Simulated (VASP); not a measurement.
# CsK3 (Pm-3m) in VASP: single point with LDA

Aim: the single point of CsK3 with LDA.

Program: VASP 6.6.1. These are calculated values, not measurements. Logs are shortened: lines on timing, memory, paths and dates and some standing lists are left out, and cuts for length are marked.

### Step 1. The cell of the first run

Symmetry: Pm-3m, No. 221, cubic system. The conventional cell has a = 7.034 Å, b = 7.034 Å, c = 7.034 Å, α = 90.00°, β = 90.00°, γ = 90.00°.

### Step 2. Single point, LDA

The input, INCAR:

```
SYSTEM = CsK3
PREC     = Accurate       ! precision mode
ENCUT    = 520            ! plane-wave cutoff, eV
EDIFF    = 1E-7           ! SCF threshold, eV
ISMEAR   = 1              ! smearing method
SIGMA    = 0.1            ! smearing width, eV
LREAL    = .FALSE.        ! projectors in reciprocal space
LASPH    = .TRUE.         ! aspherical terms in the spheres
NELM     = 60             ! most SCF steps
ALGO     = Normal         ! electronic algorithm
ISIF     = 2              ! what is computed and relaxed
LWAVE    = .FALSE.        ! write WAVECAR
LCHARG   = .TRUE.         ! write CHGCAR
LELF     = .TRUE.         ! ELF
LVHAR    = .TRUE.       
NBANDS   = 26             ! bands
```

The input, KPOINTS:

```
Automatic mesh
0
G
  3 3 3
  0 0 0
```

The input, POSCAR:

```
CsK3
1.0
    7.0342939400      0.0000000000      0.0000000000
    0.0000000000      7.0342939400      0.0000000000
    0.0000000000      0.0000000000      7.0342939400
K Cs
3 1
Direct
    0.0000000000      0.5000000000      0.5000000000
    0.5000000000      0.0000000000      0.5000000000
    0.5000000000      0.5000000000      0.0000000000
    0.0000000000      0.0000000000      0.0000000000
```

Potentials or basis: VASP PAW LDA potentials, release 64 (K_sv, Cs_sv).

On the command line:

```bash
$ cat potpaw_LDA.64/K_sv/POTCAR potpaw_LDA.64/Cs_sv/POTCAR > POTCAR
$ mpirun -np 1 vasp_std > vasp.out
```

OUTCAR:

```text
SYSTEM = CsK3
   PREC = Accurate
   ENCUT = 520
   EDIFF = 1E-7
   ISMEAR = 1
   LREAL = .FALSE.
   LASPH = .TRUE.
   NELM = 60
   ISIF = 2

 ion  position               nearest neighbor table
   1  0.000  0.500  0.500-
   2  0.500  0.000  0.500-
   3  0.500  0.500  0.000-
   4  0.000  0.000  0.000-

  LATTYP: Found a simple cubic cell.
 ALAT       =     7.0342939400

  Lattice vectors:

 A1 = (   7.0342939400,   0.0000000000,   0.0000000000)
 A2 = (   0.0000000000,   7.0342939400,   0.0000000000)
 A3 = (   0.0000000000,   0.0000000000,   7.0342939400)

Analysis of symmetry for initial positions (statically):
=====================================================================
 Subroutine PRICEL returns:
 Original cell was already a primitive cell.

 Routine SETGRP: Setting up the symmetry group for a
 simple cubic supercell.

 Subroutine GETGRP returns: Found 48 space group operations
 (whereof 48 operations were pure point group operations)
 out of a pool of 48 trial point group operations.

The static configuration has the point symmetry O_h .

Analysis of symmetry for dynamics (positions and initial velocities):
=====================================================================
 Subroutine PRICEL returns:
 Original cell was already a primitive cell.

 Routine SETGRP: Setting up the symmetry group for a
 simple cubic supercell.

 Subroutine GETGRP returns: Found 48 space group operations
 (whereof 48 operations were pure point group operations)
 out of a pool of 48 trial point group operations.

The dynamic configuration has the point symmetry O_h .

 Subroutine INISYM returns: Found 48 space group operations
 (whereof 48 operations are pure point group operations),
 and found     1 'primitive' translations

----------------------------------------------------------------------------------------

                                     Primitive cell

  volume of cell :     348.0659

  direct lattice vectors                    reciprocal lattice vectors
     7.034293940  0.000000000  0.000000000     0.142160679  0.000000000  0.000000000
     0.000000000  7.034293940  0.000000000     0.000000000  0.142160679  0.000000000
     0.000000000  0.000000000  7.034293940     0.000000000  0.000000000  0.142160679

  length of vectors
     7.034293940  7.034293940  7.034293940     0.142160679  0.142160679  0.142160679

  position of ions in fractional coordinates (direct lattice)
     0.000000000  0.500000000  0.500000000
     0.500000000  0.000000000  0.500000000
     0.500000000  0.500000000  0.000000000
     0.000000000  0.000000000  0.000000000

  ion indices of the primitive-cell ions
   primitive index   ion index
                 1           1
                 2           2
                 3           3
                 4           4

----------------------------------------------------------------------------------------

 KPOINTS: Automatic mesh

Automatic generation of k-mesh.
 Grid dimensions read from file:
 generate k-points for:    3    3    3

 Generating k-lattice:

  Cartesian coordinates                     Fractional coordinates (reciprocal lattice)
     0.047386893  0.000000000  0.000000000     0.333333333  0.000000000  0.000000000
     0.000000000  0.047386893  0.000000000     0.000000000  0.333333333  0.000000000
     0.000000000  0.000000000  0.047386893     0.000000000  0.000000000  0.333333333

  Length of vectors
     0.047386893  0.047386893  0.047386893

  Shift w.r.t. Gamma in fractional coordinates (k-lattice)
     0.000000000  0.000000000  0.000000000

 Subroutine IBZKPT returns following result:
 ===========================================

 Found      4 irreducible k-points:

 Following reciprocal coordinates:
            Coordinates               Weight
  0.000000  0.000000  0.000000      1.000000
  0.333333  0.000000  0.000000      6.000000
  0.333333  0.333333  0.000000     12.000000
  0.333333  0.333333  0.333333      8.000000
   k-points           NKPTS =      4   k-points in BZ     NKDIM =      4   number of bands    NBANDS=     26
   number of dos      NEDOS =    301   number of ions     NIONS =      4
   total plane-waves  NPLWV = 157464
   dimension x,y,z NGX =    54 NGY =   54 NGZ =   54
   dimension x,y,z NGXF=   108 NGYF=  108 NGZF=  108
   ions per type =               3   1
   NGX,Y,Z   is equivalent  to a cutoff of  12.76, 12.76, 12.76 a.u.
   NGXF,Y,Z  is equivalent  to a cutoff of  25.52, 25.52, 25.52 a.u.
 SYSTEM =  CsK3
   PREC   = accura    normal or accurate (medium, high low for compatibility)
   ISTART =      0    job   : 0-new  1-cont  2-samecut
   ICHARG =      2    charge: 1-file 2-atom 10-const
   ISPIN  =      1    spin polarized calculation?
   LNONCOLLINEAR =      F non collinear calculations
   LSORBIT =      F    spin-orbit coupling
   LASPH  =      T    aspherical Exc in radial PAW
   ENCUT  =  520.0 eV  38.22 Ry    6.18 a.u.  13.08 13.08 13.08*2*pi/ulx,y,z
   NELM   =     60;   NELMIN=  2; NELMDL= -5     # of ELM steps
   EDIFF  = 0.1E-06   stopping-criterion for ELM
   LREAL  =      F    real-space projection
   EDIFFG = 0.1E-05   stopping-criterion for IOM
   NSW    =      0    number of steps for IOM
   IBRION =     -1    ionic relax: 0-MD 1-quasi-New 2-CG
   NFREE  =      0    steps in history (QN), initial steepest desc. (CG)
   ISIF   =      2    stress and relaxation
   ISYM   =      2    0-nonsym 1-usesym 2-fastsym
   POTIM  = 0.5000    time-step for ionic-motion
   TEBEG  =    0.0;   TEEND  =   0.0 temperature during run
   PSTRESS=    0.0 pullay stress
   NELECT =      36.0000    total number of electrons
   NUPDOWN=      -1.0000    fix difference up-down
   EMIN   =  10.00;   EMAX   =-10.00  energy-range for DOS
   EFERMI =   0.00;   METHOD = LEGACY
   ISMEAR =     1;   SIGMA  =   0.10  broadening in eV -4-tet -1-fermi 0-gaus
   EFERMI_NEDOS =   21; number of points for ismear=-14 and -15
   IALGO  =     38    algorithm
   IMIX   =      4    mixing-type and parameters
     AMIX     =   0.40;   BMIX     =  1.00
     AMIX_MAG =   1.60;   BMIX_MAG =  1.00
  volume/ion in A,a.u.               =      87.02       587.22
  Fermi-wavevector in a.u.,A,eV,Ry     =   0.768461  1.452181  8.034679  0.590532
  Thomas-Fermi vector in A             =   1.869239
   LORBIT       =      0    0 simple, 1 ext, 2 COOP (PROOUT), +10 PAW based schemes
   GGA     = CA    functional components
   LHFCALC =     F    Hartree Fock is set to
   AEXX    =    0.0000 exact exchange contribution
   IVDW    =     0    specifies the selected vdW correction
   LEPSILON=     F    determine dielectric tensor
   LRPA    =     F    only Hartree local field effects (RPA)
 non-spin polarized calculation
 Methfessel and Paxton  Order N= 1 SIGMA  =   0.10
  energy-cutoff  :      520.00
  volume of cell :      348.07
 maximum number of plane-waves:      9435
 NGX is ok and might be reduce to    54
   NGX = 27   NGY = 27   NGZ = 27

 number of electron      35.9999996 magnetization

 Free energy of the ion-electron system (eV)
  ---------------------------------------------------
  ext. energy  EPLUGINS =         0.00000000
  ---------------------------------------------------
  free energy    TOTEN  =        -4.21301681 eV

  energy without entropy =       -4.21260976  energy(sigma->0) =       -4.21288112

 E-fermi :  -0.2686     XC(G=0):  -5.6740

 val. band max:       -0.3019638933   @ k =   0.3333   0.3333   0.0000
 cond. band min:      -0.1029416536   @ k =   0.3333   0.3333   0.3333
 fundamental gap:      0.1990222397
 Fermi energy:        -0.2685995948

 k-point     1 :       0.0000    0.0000    0.0000
  band No.  band energies     occupation
      1     -32.1324      2.00000
      2     -32.1307      2.00000
      3     -32.1307      2.00000
      4     -23.8467      2.00000
      5     -15.8538      2.00000
      6     -15.8538      2.00000
[... 18 lines left out ...]
     25       1.6193     -0.00000
     26       1.6193     -0.00000

 k-point     2 :       0.3333    0.0000    0.0000
  band No.  band energies     occupation
      1     -32.1321      2.00000
      2     -32.1311      2.00000
      3     -32.1307      2.00000
      4     -23.8466      2.00000
      5     -15.8508      2.00000
      6     -15.8508      2.00000
[... 18 lines left out ...]
     25       1.8442      0.00000
     26       2.2373      0.00000

 k-point     3 :       0.3333    0.3333    0.0000
  band No.  band energies     occupation
      1     -32.1318      2.00000
      2     -32.1312      2.00000
      3     -32.1310      2.00000
      4     -23.8466      2.00000
      5     -15.8543      2.00000
      6     -15.8480      2.00000
[... 18 lines left out ...]
     25       2.0323      0.00000
     26       2.0387      0.00000

 k-point     4 :       0.3333    0.3333    0.3333
  band No.  band energies     occupation
      1     -32.1316      2.00000
      2     -32.1312      2.00000
      3     -32.1312      2.00000
      4     -23.8466      2.00000
      5     -15.8552      2.00000
      6     -15.8537      2.00000
[... 18 lines left out ...]
     25       2.4495      0.00000
     26       2.4497      0.00000

------------------------ aborting loop because EDIFF is reached ----------------------------------------

  FORCE on cell =-STRESS in cart. coord.  units (eV):
  Direction    XX          YY          ZZ          XY          YZ          ZX
  --------------------------------------------------------------------------------------
  -------------------------------------------------------------------------------------
  Total       -1.0618131     -1.0618131     -1.0618131     -0.0000000     -0.0000000      0.0000000
  in kB       -4.8876167     -4.8876167     -4.8876167     -0.0000000     -0.0000000      0.0000000
  external PRESSURE =      -4.8876167 kB  Pullay stress =       0.0000000 kB

 VOLUME and BASIS-vectors are now :
 -----------------------------------------------------------------------------
  energy-cutoff  :      520.00
  volume of cell :      348.07
      direct lattice vectors                 reciprocal lattice vectors
     7.034293940  0.000000000  0.000000000     0.142160679  0.000000000  0.000000000
     0.000000000  7.034293940  0.000000000     0.000000000  0.142160679  0.000000000
     0.000000000  0.000000000  7.034293940     0.000000000  0.000000000  0.142160679

 POSITION                                       TOTAL-FORCE (eV/Angst)
 -----------------------------------------------------------------------------------
      0.00000      3.51715      3.51715         0.000000      0.000000      0.000000
      3.51715      0.00000      3.51715         0.000000      0.000000      0.000000
      3.51715      3.51715      0.00000         0.000000      0.000000      0.000000
      0.00000      0.00000      0.00000         0.000000      0.000000      0.000000
 -----------------------------------------------------------------------------------
    total drift:                                0.000000      0.000000      0.000000

  FREE ENERGIE OF THE ION-ELECTRON SYSTEM (eV)
  ---------------------------------------------------
  free  energy   TOTEN  =        -4.2130168056 eV

  energy  without entropy=       -4.2126097615  energy(sigma->0) =       -4.21288112
```

Run time: 79 s. Hardware: 1 thread of Intel Xeon 6975P-C, shared host; peak memory 0.31 GiB.

What came out:

```yaml
Free_energy: -4.2130 eV
Pressure: -0.5 GPa
Band_gap_on_the_k_mesh: zero (band 18 reaches 0.31 eV, above the bottom of band 19 at -0.30 eV)
```

Levels at points of the mesh, in eV from the Fermi level:
| k point | band 13 | band 14 | band 15 | band 16 | band 17 | band 18 | band 19 | band 20 | band 21 | band 22 |
| --- | --- | --- | --- | --- | --- | --- | --- | --- | --- | --- |
| (0.00, 0.00, 0.00) | -15.55 | -10.39 | -10.39 | -10.39 | -1.89 | 0.58 | 0.58 | 1.16 | 1.44 | 1.44 |

Caveat: spin-orbit coupling is left out, which moves the levels of the heavy elements.
